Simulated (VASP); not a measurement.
# Al32H (a cell with a defect) in VASP: a series of runs, part 2 of 2

VASP 6.6.1. Earlier steps stand in the parts before.

### 4 Single point, PBE

The input, INCAR:

```
SYSTEM = Al32H
  ALGO = Normal
  EDIFF = 1E-7
  ENCUT = 520
  GGA = PE
  ISIF = 2
  ISMEAR = 0
  LASPH = .True.
  LCHARG = .False.
  LREAL = Auto
  LWAVE = .False.
  NBANDS = 70
  NELM = 100
  PREC = Accurate
  SIGMA = 0.05
```

The input, KPOINTS:

```
k-points
0
Gamma
  3 3 3
  0 0 0
```

The input, POSCAR:

```
Al32H
1.0
    8.1000000000      0.0000000000      0.0000000000
    0.0000000000      8.1000000000      0.0000000000
    0.0000000000      0.0000000000      8.1000000000
Al H
32 1
Direct
    0.5019824691     -0.0004500000     -0.0020385185
    0.7476801235      0.2506153086     -0.0020918519
    0.7507391358      0.0005243210      0.2505359259
    0.0002544444      0.0005041975      0.0010351852
    0.2494243210      0.2496733333      0.0010196296
    0.4994403704      0.4996941975      0.0004946914
    0.7502332099      0.7504869136      0.0004985185
    0.2588666667     -0.0089246914      0.2410841975
    0.4989044444      0.2496780247      0.2505070370
    0.7476844444      0.5022477778      0.2495390123
    0.4989020988      0.0004960494      0.4996891358
    0.7507781481      0.2496366667      0.4996483951
    0.7476823457     -0.0004714815      0.7522603704
   -0.0006793827      0.5022555556     -0.0020953086
    0.2503865432      0.7479535802     -0.0020361728
   -0.0092638272      0.2592096296      0.2409285185
    0.2494103704      0.4991883951      0.2505256790
    0.5019820988      0.7479517284      0.2495597531
   -0.0092706173     -0.0090870370      0.5092248148
    0.2589837037      0.2591706173      0.5091791358
    0.5020258025      0.5022419753      0.5006207407
    0.7476777778      0.7478955556      0.5006259259
    0.2494088889      0.0005155556      0.7491997531
    0.5020251852      0.2506108642      0.7522518519
    0.7502470370      0.4996762963      0.7496880247
    0.0002553086      0.7510213580      0.2505166667
    0.0002808642      0.4991338272      0.4996546914
    0.2494228395      0.7510081481      0.4996835802
    0.0002818519      0.2496420988      0.7491475309
    0.2504028395      0.5022351852      0.7522455556
    0.4994398765      0.7504834568      0.7497054321
   -0.0006801235      0.7478927160      0.7522677778
    0.1246402469      0.1251812346      0.3752097531
```

Potentials or basis: VASP PAW PBE potentials, release 64 (Al, H).

Command:

```bash
cat potpaw_PBE.64/Al/POTCAR potpaw_PBE.64/H/POTCAR > POTCAR
mpirun -np 1 vasp_std > vasp.out
```

OUTCAR:

```text
SYSTEM = Al32H
   EDIFF = 1E-7
   ENCUT = 520
   GGA = PE
   ISIF = 2
   ISMEAR = 0
   LASPH = .True.
   LREAL = Auto
   NELM = 100
   PREC = Accurate

 ion  position               nearest neighbor table
   1  0.502  1.000  0.998-   8 2.79  13 2.81   2 2.85  24 2.85   7 2.85  31 2.85   3 2.87  23 2.87
                             9 2.88   5 2.88  15 2.88  18 2.88
   2  0.748  0.251  0.998-  16 2.78  24 2.81  13 2.85   1 2.85  25 2.85   6 2.85  29 2.87   9 2.87
                             4 2.88   3 2.88  10 2.88  14 2.88
   3  0.751  0.001  0.251-  12 2.85   4 2.86  26 2.86  19 2.86  16 2.86   7 2.86   9 2.87  11 2.87
                            18 2.87   1 2.87   2 2.88  22 2.88
[... 1191 lines left out ...]
  in kB        4.6308141      4.6310574      4.6289175      0.0106236     -0.0089152      0.0094822
  external PRESSURE =       4.6302630 kB  Pullay stress =       0.0000000 kB

 VOLUME and BASIS-vectors are now :
 -----------------------------------------------------------------------------
  energy-cutoff  :      520.00
  volume of cell :      531.44
      direct lattice vectors                 reciprocal lattice vectors
     8.100000000  0.000000000  0.000000000     0.123456790  0.000000000  0.000000000
     0.000000000  8.100000000  0.000000000     0.000000000  0.123456790  0.000000000
     0.000000000  0.000000000  8.100000000     0.000000000  0.000000000  0.123456790

 POSITION                                       TOTAL-FORCE (eV/Angst)
 -----------------------------------------------------------------------------------
      4.06606      8.09635      8.08349         0.003720     -0.000597     -0.003556
      6.05621      2.02998      8.08306        -0.004094      0.001094     -0.004384
      6.08099      0.00425      2.02934         0.005960      0.003176      0.003086
      0.00206      0.00408      0.00839         0.002461      0.002996      0.005311
      2.02034      2.02235      0.00826        -0.003137     -0.002397      0.005563
      4.04547      4.04752      0.00401        -0.005164     -0.002841      0.002986
[... 25 lines left out ...]
      8.09449      6.05793      6.09337        -0.000859     -0.004102      0.004176
      1.00959      1.01397      3.03920         0.001924     -0.000855     -0.001013
 -----------------------------------------------------------------------------------
    total drift:                               -0.011826      0.009323      0.009311

  FREE ENERGIE OF THE ION-ELECTRON SYSTEM (eV)
  ---------------------------------------------------
  free  energy   TOTEN  =      -123.3565198094 eV

  energy  without entropy=     -123.3523593280  energy(sigma->0) =     -123.35443957
```

OSZICAR:

```text
N       E                     dE             d eps       ncg     rms          rms(c)
DAV:   1     0.131315665952E+03    0.13132E+03   -0.33994E+04  1960   0.111E+03
DAV:   2    -0.109704315636E+03   -0.24102E+03   -0.22448E+03  2288   0.145E+02
DAV:   3    -0.123964859361E+03   -0.14261E+02   -0.13601E+02  2424   0.286E+01
DAV:   4    -0.124257071417E+03   -0.29221E+00   -0.28987E+00  2314   0.429E+00
DAV:   5    -0.124260826360E+03   -0.37549E-02   -0.37524E-02  2346   0.562E-01    0.772E+00
DAV:   6    -0.123687918800E+03    0.57291E+00   -0.14249E-01  2744   0.128E+00    0.448E+00
DAV:   7    -0.123364899047E+03    0.32302E+00   -0.57251E-01  2156   0.191E+00    0.782E-01
DAV:   8    -0.123359235042E+03    0.56640E-02   -0.74368E-02  2256   0.714E-01    0.440E-01
DAV:   9    -0.123356641040E+03    0.25940E-02   -0.18460E-02  2268   0.275E-01    0.172E-01
DAV:  10    -0.123356595111E+03    0.45929E-04   -0.18905E-03  2296   0.105E-01    0.137E-01
DAV:  11    -0.123356612156E+03   -0.17045E-04   -0.68298E-05  2288   0.239E-02    0.516E-02
DAV:  12    -0.123356510813E+03    0.10134E-03   -0.17314E-04  2720   0.396E-02    0.102E-02
DAV:  13    -0.123356522558E+03   -0.11744E-04   -0.10500E-04  2256   0.179E-02    0.982E-03
DAV:  14    -0.123356520853E+03    0.17046E-05   -0.32372E-06  2784   0.535E-03    0.376E-03
DAV:  15    -0.123356520461E+03    0.39221E-06   -0.35903E-06  2312   0.356E-03    0.439E-03
DAV:  16    -0.123356519802E+03    0.65861E-06   -0.38792E-07  2392   0.182E-03    0.137E-03
DAV:  17    -0.123356519809E+03   -0.68985E-08   -0.22587E-07  1608   0.764E-04
   1 F= -.12335652E+03 E0= -.12335444E+03  d E =-.416048E-02
```

stdout:

```text
POSCAR found type information on POSCAR AlH
 POSCAR found :  2 types and      33 ions
 scaLAPACK will be used
 LDA part: xc-table for (Slater+PW92), standard interpolation
 POSCAR, INCAR and KPOINTS ok, starting setup
 FFT: planning ... GRIDC
 FFT: planning ... GRID_SOFT
 FFT: planning ... GRID
 WAVECAR not read
 entering main loop
```

Wall time 15 min (1 thread of Oxide Virtual Turin-like, shared host); peak memory 0.62 GiB.

Results:

| Quantity | Value |
| --- | --- |
| Free energy | -123.3565 eV |
| Pressure | 0.5 GPa |
| Largest force | 0.011 eV/Å |
| Band gap on the k mesh | zero (an odd number of electrons rules out a gap without spin polarisation) |

Forces in eV/Å, atoms in the order of the input:
```
Al   0.004 -0.001 -0.004
Al  -0.004  0.001 -0.004
Al   0.006  0.003  0.003
Al   0.002  0.003  0.005
Al  -0.003 -0.002  0.006
Al  -0.005 -0.003  0.003
Al   0.003  0.004  0.004
Al   0.005 -0.007 -0.007
Al  -0.005 -0.003  0.003
Al  -0.005  0.005  0.000
Al  -0.005  0.004 -0.003
Al   0.007 -0.003 -0.003
Al  -0.005 -0.001  0.005
Al  -0.001  0.004 -0.004
Al   0.001 -0.004 -0.004
Al  -0.003  0.003 -0.004
Al  -0.003 -0.006  0.004
Al   0.004 -0.004 -0.001
Al  -0.003 -0.004  0.003
Al   0.005  0.004  0.004
Al   0.004  0.004  0.001
Al  -0.004 -0.004  0.001
Al  -0.003  0.004 -0.006
Al   0.004  0.001  0.004
Al   0.002 -0.003 -0.003
Al   0.002  0.005  0.003
Al   0.003 -0.006 -0.004
Al  -0.003  0.006 -0.002
Al   0.003 -0.003 -0.006
Al   0.000  0.005  0.005
Al  -0.005  0.003 -0.003
Al  -0.001 -0.004  0.004
H    0.002 -0.001 -0.001
```
